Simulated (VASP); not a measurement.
# Cu (Fm-3m) in VASP: notebook, part 2 of 2

VASP 6.6.1. Earlier steps stand in the parts before.

## Step 6: Single point, PBE

This run uses another cell than the first one, of 12.76 Å³/atom, 1.125 times its volume.

File INCAR:

```
SYSTEM = Cu
PREC = Accurate
ENCUT = 600
EDIFF = 1E-6
ISMEAR = -1
SIGMA = 0.1
LREAL = .False.
LASPH = .True.
NELM = 120
ALGO = Normal
ISIF = 2
LWAVE = .False.
LCHARG = .False.
GGA = PE
NBANDS = 12
GGA_COMPAT = .False.
```

File KPOINTS:

```
Automatic mesh
0
Gamma
  4 4 4
  0 0 0
```

File POSCAR:

```
Cu
1.0
    0.0000000000      1.8544689142      1.8544689142
    1.8544689142      0.0000000000      1.8544689142
    1.8544689142      1.8544689142      0.0000000000
Cu
1
Direct
    0.0000000000      0.0000000000      0.0000000000
```

Potentials or basis: VASP PAW PBE potentials, release 64 (Cu).

Started as:

```
$ cat potpaw_PBE.64/Cu/POTCAR > POTCAR
$ mpirun -np 1 vasp_std > vasp.out
```

OUTCAR:

```text
SYSTEM = Cu
   PREC = Accurate
   ENCUT = 600
   EDIFF = 1E-6
   ISMEAR = -1
   LREAL = .False.
   LASPH = .True.
   NELM = 120
   ISIF = 2
   GGA = PE

 ion  position               nearest neighbor table
   1  0.000  0.000  0.000-

  LATTYP: Found a face centered cubic cell.
 ALAT       =     3.7089378284

  Lattice vectors:

 A1 = (   0.0000000000,   1.8544689142,   1.8544689142)
 A2 = (   1.8544689142,   0.0000000000,   1.8544689142)
 A3 = (   1.8544689142,   1.8544689142,   0.0000000000)

Analysis of symmetry for initial positions (statically):
=====================================================================
 Subroutine PRICEL returns:
 Original cell was already a primitive cell.

 Routine SETGRP: Setting up the symmetry group for a
 face centered cubic supercell.

 Subroutine GETGRP returns: Found 48 space group operations
 (whereof 48 operations were pure point group operations)
 out of a pool of 48 trial point group operations.

The static configuration has the point symmetry O_h .

Analysis of symmetry for dynamics (positions and initial velocities):
=====================================================================
 Subroutine PRICEL returns:
 Original cell was already a primitive cell.

 Routine SETGRP: Setting up the symmetry group for a
 face centered cubic supercell.

 Subroutine GETGRP returns: Found 48 space group operations
 (whereof 48 operations were pure point group operations)
 out of a pool of 48 trial point group operations.

The dynamic configuration has the point symmetry O_h .

 Subroutine INISYM returns: Found 48 space group operations
 (whereof 48 operations are pure point group operations),
 and found     1 'primitive' translations

----------------------------------------------------------------------------------------

                                     Primitive cell

  volume of cell :      12.7552
[... 94 lines left out ...]
   LORBIT       =      0    0 simple, 1 ext, 2 COOP (PROOUT), +10 PAW based schemes
   GGA     = PE    functional components
   LHFCALC =     F    Hartree Fock is set to
   AEXX    =    0.0000 exact exchange contribution
   IVDW    =     0    specifies the selected vdW correction
   LEPSILON=     F    determine dielectric tensor
   LRPA    =     F    only Hartree local field effects (RPA)
 non-spin polarized calculation
  energy-cutoff  :      600.00
  volume of cell :       12.76
 maximum number of plane-waves:       444
 NGX is ok and might be reduce to    24
   NGX = 11   NGY = 11   NGZ = 11

 number of electron      11.0000006 magnetization

 Free energy of the ion-electron system (eV)
  ---------------------------------------------------
  ext. energy  EPLUGINS =         0.00000000
  ---------------------------------------------------
  free energy    TOTEN  =        -3.56325557 eV

  energy without entropy =       -3.55020940  energy(sigma->0) =       -3.55673249

 E-fermi :   7.2094     XC(G=0): -12.2924

 val. band max:        6.2932662383   @ k =  -0.2500   0.2500   0.0000
 cond. band min:       7.5227801235   @ k =   0.5000   0.2500   0.0000
 fundamental gap:      1.2295138852
 Fermi energy:         7.2093503229

 k-point     1 :       0.0000    0.0000    0.0000
  band No.  band energies     occupation
      1      -2.1155      2.00000
      2       3.8270      2.00000
      3       3.8270      2.00000
      4       3.8270      2.00000
      5       4.5547      2.00000
      6       4.5547      2.00000
      7      28.6441      0.00000
      8      30.6957      0.00000
      9      30.6957      0.00000
     10      30.6957      0.00000
     11      33.1457      0.00000
     12      33.1457      0.00000
[... 91 lines left out ...]
 k-point     8 :      -0.2500    0.5000    0.2500
  band No.  band energies     occupation
      1       2.8606      2.00000
      2       3.3905      2.00000
      3       3.3905      2.00000
      4       4.5223      2.00000
      5       5.1847      2.00000
      6      12.5821      0.00000
      7      12.5821      0.00000
      8      14.5959      0.00000
      9      14.7715      0.00000
     10      33.7595      0.00000
     11      33.7595      0.00000
     12      34.5858      0.00000

------------------------ aborting loop because EDIFF is reached ----------------------------------------

  FORCE on cell =-STRESS in cart. coord.  units (eV):
  Direction    XX          YY          ZZ          XY          YZ          ZX
  --------------------------------------------------------------------------------------
  -------------------------------------------------------------------------------------
  Total       -0.4779345     -0.4779345     -0.4779345     -0.0000000     -0.0000000      0.0000000
  in kB      -60.0330314    -60.0330314    -60.0330314     -0.0000000     -0.0000000      0.0000000
  external PRESSURE =     -60.0330314 kB  Pullay stress =       0.0000000 kB

 VOLUME and BASIS-vectors are now :
 -----------------------------------------------------------------------------
  energy-cutoff  :      600.00
  volume of cell :       12.76
      direct lattice vectors                 reciprocal lattice vectors
     0.000000000  1.854468914  1.854468914    -0.269618971  0.269618971  0.269618971
     1.854468914  0.000000000  1.854468914     0.269618971 -0.269618971  0.269618971
     1.854468914  1.854468914  0.000000000     0.269618971  0.269618971 -0.269618971

 POSITION                                       TOTAL-FORCE (eV/Angst)
 -----------------------------------------------------------------------------------
      0.00000      0.00000      0.00000         0.000000     -0.000000      0.000000
 -----------------------------------------------------------------------------------
    total drift:                               -0.000000      0.000000     -0.000000

  FREE ENERGIE OF THE ION-ELECTRON SYSTEM (eV)
  ---------------------------------------------------
  free  energy   TOTEN  =        -3.5632555746 eV

  energy  without entropy=       -3.5502094021  energy(sigma->0) =       -3.55673249
```

OSZICAR:

```text
N       E                     dE             d eps       ncg     rms          rms(c)
DAV:   1     0.482920565694E+02    0.48292E+02   -0.58813E+03   208   0.165E+03
DAV:   2    -0.324438096118E+01   -0.51536E+02   -0.48598E+02   196   0.220E+02
DAV:   3    -0.443199529144E+01   -0.11876E+01   -0.11823E+01   244   0.368E+01
DAV:   4    -0.443937843476E+01   -0.73831E-02   -0.73809E-02   228   0.264E+00
DAV:   5    -0.443945423655E+01   -0.75802E-04   -0.75801E-04   232   0.265E-01    0.768E+00
DAV:   6    -0.400623550957E+01    0.43322E+00   -0.14879E+01   216   0.725E+01    0.435E+00
DAV:   7    -0.357369741741E+01    0.43254E+00   -0.25910E+00   224   0.300E+01    0.474E-01
DAV:   8    -0.356597331263E+01    0.77241E-02   -0.10117E-02   248   0.202E+00    0.391E-01
DAV:   9    -0.356325533416E+01    0.27180E-02   -0.17237E-02   232   0.224E+00    0.310E-02
DAV:  10    -0.356325621850E+01   -0.88434E-06   -0.56718E-05   280   0.116E-01    0.107E-02
DAV:  11    -0.356325557458E+01    0.64392E-06   -0.19041E-06   228   0.254E-02
   1 F= -.35632556E+01 E0= -.35567325E+01  d E =-.130462E-01
```

Wall time 5.8 s (1 thread of AMD EPYC 7R13, shared host); peak memory 0.1 GiB.

Results:

```yaml
Free_energy: -3.5633 eV
Pressure: -6.0 GPa
```

Caveat: the k points lie up to 0.73 Å⁻¹ apart.

## Step 7: Overview

| cell | gap on the mesh (eV) | pressure (GPa) |
| --- | --- | --- |
| a = 2.522 Å, angles 60.0°, 1 atom | none | 11.1 |
| a = 2.590 Å, angles 60.0°, 1 atom | none | -1.6 |
| a = 2.623 Å, angles 60.0°, 1 atom | none | -6.0 |

Alike in all rows: task single point; level PBE; potentials or basis VASP PAW PBE potentials, release 64 (Cu); no spin polarisation; k mesh 4 × 4 × 4; cutoff (eV) 600; smearing fermi-dirac 0.1 eV.

Caveats: all runs use coarse meshes.

Total energies depend on the potentials used, so only differences within one code and one set of settings carry meaning.
